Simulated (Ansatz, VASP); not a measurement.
# Si3N4: VASP beside Ansatz

```
CELL_PARAMETERS angstrom
7.60180 0.00000 0.00000
-3.80090 6.58335 0.00000
0.00000 0.00000 2.90660
ATOMIC_POSITIONS crystal
Si 0.17370 0.76755 0.25000
Si 0.40615 0.17370 0.75000
Si 0.23245 0.40615 0.25000
Si 0.82630 0.23245 0.75000
Si 0.59385 0.82630 0.25000
Si 0.76755 0.59385 0.75000
N 0.33333 0.66667 0.25000
N 0.66667 0.33333 0.75000
N 0.32970 0.02960 0.25000
N 0.30010 0.32970 0.75000
N 0.97040 0.30010 0.25000
N 0.67030 0.97040 0.75000
N 0.69990 0.67030 0.25000
N 0.02960 0.69990 0.75000
```

Alike in both runs: task electric field gradients; functional r2SCAN; k mesh 4 × 4 × 10; occupations fermi-dirac, width 0.02 eV; no spin polarisation.

```csv
,VASP,Ansatz
version,VASP 6.6.1,Ansatz 0.2.0
potentials or method,"VASP PAW PBE potentials, release 64 (Si, N)","plane-wave PAW, scalar-relativistic"
plane-wave cutoff (eV),580,500
valence electrons in the cell,64,64
```

```csv
,VASP,Ansatz,Ansatz less VASP
gap on the k mesh at the Fermi level (eV),4.99,4.99,+0.007
pressure (GPa),-0.1,0.0,+0.03
"traceless stress, the component that is largest in VASP (GPa)",-0.34,-0.30,+0.049
rms of the force components (eV/Å),0.025,0.025,-0.0002
size of Vzz on the site where it differs most (V/Å²),46.3,49.4,+3.15
```

VASP's potentials were made for PBE, not for r2SCAN. Atom by atom the forces differ by 0.001 eV/Å (rms over components).
